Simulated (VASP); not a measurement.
# I (Cmce) in VASP: a series of runs

I is run at these levels: MS2, PBE-based screened hybrid with 50 % exact exchange; tasks: relaxation of cell and atoms, single point.

Everything below comes from runs of VASP 6.6.1. Logs are shortened: lines on timing, memory, paths and dates and some standing lists are left out, and cuts for length are marked.

## 1. The cell of the first run

Symmetry: Cmce, No. 64, orthorhombic system. Conventional cell: a = 7.270 Å, b = 4.790 Å, c = 9.793 Å, α = 90.00°, β = 90.00°, γ = 90.00°. I (site symmetry m) has 3 I at 2.68 to 3.56 Å within 3.6 Å.

## 2. Relaxation of cell and atoms, MS2

The input, POSCAR:

```
I
1.0
    3.6350350000     -2.3950200000      0.0000000000
    3.6350350000      2.3950200000      0.0000000000
    0.0000000000      0.0000000000      9.7934400000
I
4
Direct
    0.6493000000      0.3507000000      0.3844000000
    0.1493000000      0.8507000000      0.1156000000
    0.3507000000      0.6493000000      0.6156000000
    0.8507000000      0.1493000000      0.8844000000
```

The input, INCAR.step1:

```
METAGGA = MS2 ; ISMEAR = 0
SIGMA = 0.03 ; LWAVE = False
LCHARG = False ; NSW = 80
PREC = Accurate ; LASPH = True
LREAL = False ; ALGO = Normal
EDIFF = 1E-6 ; NELM = 120
GGA_COMPAT = False ; IBRION = 2
ISIF = 3 ; EDIFFG = -0.005
NELMIN = 4 ; ENCUT = 650
EFERMI = MIDGAP ; LMIXTAU = True
KPAR = 8 ; POTIM = 0.5
```

The input, INCAR.step4:

```
METAGGA = MS2 ; ISMEAR = 0
SIGMA = 0.03 ; LWAVE = False
LCHARG = False ; PREC = Accurate
LASPH = True ; LREAL = False
ALGO = Normal ; EDIFF = 1E-6
NELM = 120 ; GGA_COMPAT = False
ISIF = 2 ; ENCUT = 650
EFERMI = MIDGAP ; LMIXTAU = True
KPAR = 8
```

The input, KPOINTS:

```
Automatic mesh
0
Gamma
  7 7 3
  0 0 0
```

Potentials or basis: VASP PAW PBE potentials, release 64 (I).

Launch:

```
$ cat potpaw_PBE.64/I/POTCAR > POTCAR
$ cp INCAR.step1 INCAR
$ cp POSCAR.step1 POSCAR
$ mpirun -np 8 vasp_std > vasp.out
$ cp CONTCAR POSCAR
$ mpirun -np 8 vasp_std > vasp.out
$ cp CONTCAR POSCAR
$ mpirun -np 8 vasp_std > vasp.out
$ cp CONTCAR POSCAR
$ cp INCAR.step4 INCAR
$ mpirun -np 8 vasp_std > vasp.out
```

OUTCAR:

```text
METAGGA = MS2
   ISMEAR = 0
   PREC = Accurate
   LASPH = True
   LREAL = False
   EDIFF = 1E-6
   NELM = 120
   ISIF = 2
   ENCUT = 650
   EFERMI = MIDGAP

 ion  position               nearest neighbor table
   1  0.652  0.348  0.380-   3 2.75   2 3.44   2 3.44
   2  0.152  0.848  0.120-   4 2.75   1 3.44   1 3.44
   3  0.348  0.652  0.620-   1 2.75   4 3.44   4 3.44
   4  0.848  0.152  0.880-   2 2.75   3 3.44   3 3.44

  LATTYP: Found a base centered orthorhombic cell.
 ALAT       =     4.5457581614
 B/A-ratio  =     1.7464586053
 C/A-ratio  =     2.1817810720

  Lattice vectors:

 A1 = (  -3.9694892294,  -2.2728790807,   0.0000000000)
 A2 = (   3.9694892294,  -2.2728790807,   0.0000000000)
 A3 = (   0.0000000000,   0.0000000000,   9.9178491145)

Analysis of symmetry for initial positions (statically):
=====================================================================
 Subroutine PRICEL returns:
 Original cell was already a primitive cell.

 Routine SETGRP: Setting up the symmetry group for a
 base centered orthorhombic supercell.

 Subroutine GETGRP returns: Found  8 space group operations
 (whereof  4 operations were pure point group operations)
 out of a pool of  8 trial point group operations.

The static configuration has the point symmetry C_2h.
 The point group associated with its full space group is D_2h.

Analysis of symmetry for dynamics (positions and initial velocities):
=====================================================================
 Subroutine PRICEL returns:
 Original cell was already a primitive cell.

 Routine SETGRP: Setting up the symmetry group for a
 base centered orthorhombic supercell.

 Subroutine GETGRP returns: Found  8 space group operations
 (whereof  4 operations were pure point group operations)
 out of a pool of  8 trial point group operations.

The dynamic configuration has the point symmetry C_2h.
 The point group associated with its full space group is D_2h.

 Subroutine INISYM returns: Found  8 space group operations
 (whereof  4 operations are pure point group operations),
 and found     1 'primitive' translations

----------------------------------------------------------------------------------------

                                     Primitive cell

  volume of cell :     178.9610

  direct lattice vectors                    reciprocal lattice vectors
     3.969489229 -2.272879081  0.000000000     0.125960790 -0.219985306  0.000000000
[... 95 lines left out ...]
   NFREE  =      0    steps in history (QN), initial steepest desc. (CG)
   ISIF   =      2    stress and relaxation
   ISYM   =      2    0-nonsym 1-usesym 2-fastsym
   POTIM  = 0.5000    time-step for ionic-motion
   TEBEG  =    0.0;   TEEND  =   0.0 temperature during run

   SCALEE = 1.0000    scale energy and forces
   PSTRESS=    0.0 pullay stress
   NELECT =      28.0000    total number of electrons
   NUPDOWN=      -1.0000    fix difference up-down
   EMIN   =  10.00;   EMAX   =-10.00  energy-range for DOS
   EFERMI =   0.00;   METHOD = MIDGAP
   ISMEAR =     0;   SIGMA  =   0.03  broadening in eV -4-tet -1-fermi 0-gaus
   EFERMI_NEDOS =   21; number of points for ismear=-14 and -15
   IALGO  =     38    algorithm
   IMIX   =      4    mixing-type and parameters
     AMIX     =   0.40;   BMIX     =  1.00
     AMIX_MAG =   1.60;   BMIX_MAG =  1.00
  volume/ion in A,a.u.               =      44.74       301.92
  Fermi-wavevector in a.u.,A,eV,Ry     =   0.882148  1.667018 10.587846  0.778185
  Thomas-Fermi vector in A             =   2.002740
   LORBIT       =      0    0 simple, 1 ext, 2 COOP (PROOUT), +10 PAW based schemes
   METAGGA = MS2    functional components
   LHFCALC =     F    Hartree Fock is set to
   AEXX    =    0.0000 exact exchange contribution
   IVDW    =     0    specifies the selected vdW correction
   LEPSILON=     F    determine dielectric tensor
   LRPA    =     F    only Hartree local field effects (RPA)

   CSHIFT  =0.1000    complex shift for real part using Kramers Kronig

   OMEGAMAX=  -1.0    maximum frequency
 non-spin polarized calculation
 Gauss-broadening in eV      SIGMA  =   0.03
  energy-cutoff  :      650.00
  volume of cell :      178.96
 maximum number of plane-waves:      6781
 NGX is ok and might be reduce to    40
   NGX = 19   NGY = 19   NGZ = 41

 number of electron      27.9999999 magnetization

 Free energy of the ion-electron system (eV)
  ---------------------------------------------------
  ext. energy  EPLUGINS =         0.00000000
  ---------------------------------------------------
  free energy    TOTEN  =        12.35632149 eV

  energy without entropy =       12.35632149  energy(sigma->0) =       12.35632149

 E-fermi :   2.5518     XC(G=0):  -7.9638

 val. band max:        1.8428524054   @ k =   0.0000   0.0000   0.0000
 cond. band min:       3.2607736249   @ k =   0.4286   0.4286   0.0000
 fundamental gap:      1.4179212195
 Fermi energy:         2.5518130151

 k-point     1 :       0.0000    0.0000    0.0000
  band No.  band energies     occupation
      1     -11.5855      2.00000
      2     -10.9606      2.00000
      3      -9.8469      2.00000
      4      -8.6610      2.00000
      5      -2.5289      2.00000
      6      -0.9513      2.00000
[... 481 lines left out ...]
      5      -2.3582      2.00000
      6      -2.2201      2.00000
[... 10 lines left out ...]
     17       8.0599      0.00000
     18       8.3893      0.00000

 [... further k-points ...]

------------------------ aborting loop because EDIFF is reached ----------------------------------------

  FORCE on cell =-STRESS in cart. coord.  units (eV):
  Direction    XX          YY          ZZ          XY          YZ          ZX
  --------------------------------------------------------------------------------------
  -------------------------------------------------------------------------------------
  Total        0.0067078      0.0195341     -0.0090342      0.0000000      0.0000000      0.0000000
  in kB        0.0600530      0.1748822     -0.0808799      0.0000000      0.0000000      0.0000000
  external PRESSURE =       0.0513518 kB  Pullay stress =       0.0000000 kB

 VOLUME and BASIS-vectors are now :
 -----------------------------------------------------------------------------
  energy-cutoff  :      650.00
  volume of cell :      178.96
      direct lattice vectors                 reciprocal lattice vectors
     3.969489229 -2.272879081  0.000000000     0.125960790 -0.219985306  0.000000000
     3.969489229  2.272879081  0.000000000     0.125960790  0.219985306 -0.000000000
     0.000000000  0.000000000  9.917849115     0.000000000  0.000000000  0.100828314

 POSITION                                       TOTAL-FORCE (eV/Angst)
 -----------------------------------------------------------------------------------
      3.96949     -0.68982      3.77003         0.000000      0.000338      0.002670
      3.96949      1.58306      1.18889         0.000000      0.000338     -0.002670
      3.96949      0.68982      6.14782         0.000000     -0.000338     -0.002670
      3.96949     -1.58306      8.72895         0.000000     -0.000338      0.002670
 -----------------------------------------------------------------------------------
    total drift:                               -0.000000     -0.000000     -0.000000

  FREE ENERGIE OF THE ION-ELECTRON SYSTEM (eV)
  ---------------------------------------------------
  free  energy   TOTEN  =        12.3563214856 eV

  energy  without entropy=       12.3563214856  energy(sigma->0) =       12.35632149
```

OUTCAR.step1:

```text
METAGGA = MS2
   ISMEAR = 0
   NSW = 80
   PREC = Accurate
   LASPH = True
   LREAL = False
   EDIFF = 1E-6
   NELM = 120
   IBRION = 2
[... 931 lines left out ...]
  -------------------------------------------------------------------------------------
  Total        0.0077797      0.0192500     -0.0111021      0.0000000      0.0000000      0.0000000
  in kB        0.0696493      0.1723390     -0.0993931      0.0000000      0.0000000      0.0000000
  external PRESSURE =       0.0475317 kB  Pullay stress =       0.0000000 kB
[... 19 lines left out ...]
  FREE ENERGIE OF THE ION-ELECTRON SYSTEM (eV)
  ---------------------------------------------------
  free  energy   TOTEN  =        12.3566096234 eV

  energy  without entropy=       12.3566096234  energy(sigma->0) =       12.35660962

 reached required accuracy - stopping structural energy minimisation
```

Wall time 49 min (8 MPI ranks of AMD EPYC 7R43 (Zen 3), shared host); peak memory 0.41 GiB.

Results:

- Free energy: 12.3563 eV
- Relaxed volume: 44.74 Å³/atom
- Relaxed cell: a = 4.574 Å, b = 4.574 Å, c = 9.918 Å, α = 90.00°, β = 90.00°, γ = 59.59°
- Space group after relaxing (to 0.1 Å): Cmce (No. 64)
- Energy gained by relaxing: 16.7 meV/atom
- Ionic steps: 32
- Pressure after relaxing: 0.0 GPa
- Band gap on the k mesh: 1.42 eV (least direct gap 1.46 eV)

Forces in eV/Å, atoms in the order of the input:
```
I    0.000  0.000  0.003
I    0.000  0.000 -0.003
I    0.000  0.000 -0.003
I    0.000  0.000  0.003
```

The path:
| step | energy change (eV) | largest force (eV/Å) | pressure (GPa) | volume (Å³) |
| --- | --- | --- | --- | --- |
| 1 | 0.0000 | 0.5019 | 0.87 | 170.52 |
| 2 | -0.0095 | 0.2143 | -0.77 | 176.29 |
| 3 | -0.0228 | 0.0972 | -0.11 | 173.70 |
| 4 | -0.0343 | 0.0770 | -0.08 | 173.91 |
| 5 | -0.0544 | 0.0308 | 0.10 | 174.42 |
| 6 | -0.0556 | 0.0526 | 0.20 | 174.58 |
| 7 | -0.0574 | 0.1310 | -0.14 | 177.02 |
| 8 | -0.0576 | 0.1062 | -0.08 | 176.46 |
| 9 | -0.0606 | 0.0767 | -0.05 | 177.36 |
| 10 | -0.0645 | 0.0190 | 0.06 | 179.97 |
| 11 | -0.0647 | 0.0432 | -0.15 | 181.33 |
| 12 | -0.0650 | 0.0184 | -0.07 | 180.78 |
| 13 | -0.0654 | 0.0135 | -0.05 | 180.62 |
| 14 | -0.0657 | 0.0269 | -0.01 | 180.28 |
| 15 | -0.0659 | 0.0233 | -0.06 | 180.06 |
| 16 | -0.0659 | 0.0236 | -0.06 | 180.05 |
| 17 | -0.0661 | 0.0175 | -0.03 | 179.65 |
| 18 | -0.0661 | 0.0101 | 0.01 | 179.14 |
| 19 | -0.0662 | 0.0101 | 0.01 | 179.11 |
| 20 | -0.0662 | 0.0170 | -0.02 | 179.03 |
| 21 | -0.0663 | 0.0128 | -0.01 | 178.97 |
| 22 | -0.0663 | 0.0011 | 0.02 | 178.78 |
| 23 | -0.0663 | 0.0012 | 0.03 | 178.76 |
| 24 | -0.0663 | 0.0020 | 0.02 | 178.78 |
| 25 | -0.0663 | 0.0034 | 0.01 | 178.82 |
| 26 | -0.0664 | 0.0037 | 0.01 | 178.88 |
| 27 | -0.0664 | 0.0088 | -0.02 | 179.07 |
| 28 | -0.0664 | 0.0069 | -0.02 | 179.01 |
| 29 | -0.0664 | 0.0050 | -0.01 | 178.94 |
| 30 | -0.0664 | 0.0028 | 0.00 | 178.96 |
| 31 | -0.0667 | 0.0027 | 0.01 | 178.96 |
| 32 | -0.0667 | 0.0027 | 0.01 | 178.96 |

Final structure:
```
CELL_PARAMETERS angstrom
3.96949 -2.27288 0.00000
3.96949 2.27288 0.00000
0.00000 0.00000 9.91785
ATOMIC_POSITIONS crystal
I 0.65175 0.34825 0.38013
I 0.15175 0.84825 0.11987
I 0.34825 0.65175 0.61987
I 0.84825 0.15175 0.88013
```

Levels at points of the mesh, in eV from the valence-band top:
```csv
k point,band 12,band 13,band 14,band 15,band 16,band 17
"(0.00, 0.00, 0.00)",-0.50,-0.50,0.00,1.46,2.49,5.52
```

Caveat: this functional lacks dispersion, which holds the molecules together, so the pressure and a relaxed volume are unreliable; the PAW data sets were made with another functional, which shifts forces and pressure a little; spin-orbit coupling is left out, which moves the levels of the heavy elements; an odd mesh through Γ misses points on the zone boundary, where band edges can lie.

## 3. Single point, PBE-based screened hybrid with 50 % exact exchange

POSCAR is that of step 2.

The input, INCAR.step1:

```
PREC = Accurate
ENCUT = 520
EDIFF = 1E-5
ISMEAR = -1
SIGMA = 0.05
LREAL = F
LASPH = T
NELM = 80
ALGO = Normal
ISIF = 2
LWAVE = T
NBANDS = 22
GGA = PE
```

The input, INCAR.step2:

```
PREC = Accurate
ENCUT = 520
EDIFF = 1E-6
ISMEAR = -1
SIGMA = 0.05
LREAL = F
LASPH = T
NELM = 80
ALGO = Normal
ISIF = 2
LWAVE = F
LCHARG = T
GGA = PE
LHFCALC = T
AEXX = 0.5
HFSCREEN = 0.2078699
PRECFOCK = Normal
LELF = T
LVHAR = T
NBANDS = 22
ISTART = 1
```

The input, KPOINTS:

```
Automatic mesh
0
Gamma
  4 4 2
```

Potentials or basis: VASP PAW PBE potentials, release 64 (I).

Launch:

```
$ cat potpaw_PBE.64/I/POTCAR > POTCAR
$ cp INCAR.step1 INCAR
$ mpirun -np 1 vasp_std > vasp.out
$ cp INCAR.step2 INCAR
$ mpirun -np 1 vasp_std > vasp.out
```

Wall time 85 min (1 thread of Intel Xeon 8259CL, shared host); peak memory 0.43 GiB.

It converged, with:

| Quantity | Value |
| --- | --- |
| Free energy | -10.5831 eV |
| Pressure | 0.0 GPa |
| Largest force | 0.281 eV/Å |
| Band gap on the k mesh | 3.10 eV (least direct gap 3.37 eV) |

Forces in eV/Å, atoms in the order of the input:
```
I    0.000  0.181  0.214
I    0.000  0.181 -0.214
I    0.000 -0.181 -0.214
I    0.000 -0.181  0.214
```

Stress tensor (GPa, compression positive):
```
 0.82  0.00  0.00
 0.00  0.05  0.00
 0.00  0.00 -0.78
```

Levels at points of the mesh, in eV from the valence-band top:
| k point | band 12 | band 13 | band 14 | band 15 | band 16 | band 17 |
| --- | --- | --- | --- | --- | --- | --- |
| (0.00, 0.00, 0.00) | -0.63 | -0.28 | -0.19 | 3.18 | 4.20 | 7.14 |
| (0.50, 0.00, 0.00) | -1.36 | -0.55 | -0.55 | 4.06 | 4.06 | 7.30 |
| (0.50, 0.50, 0.00) | -1.49 | -0.84 | -0.49 | 3.10 | 3.74 | 6.99 |
| (0.00, 0.00, 0.50) | -1.16 | -0.23 | -0.23 | 3.50 | 3.50 | 7.69 |
| (0.50, 0.00, 0.50) | -0.95 | 0.00 | 0.00 | 3.53 | 3.53 | 7.69 |
| (0.50, 0.50, 0.50) | -1.41 | -1.25 | -1.25 | 3.23 | 3.23 | 8.01 |

Caveat: this functional lacks dispersion, which holds the molecules together, so the pressure and a relaxed volume are unreliable; the PAW data sets were made with another functional, which shifts forces and pressure a little; spin-orbit coupling is left out, which moves the levels of the heavy elements.
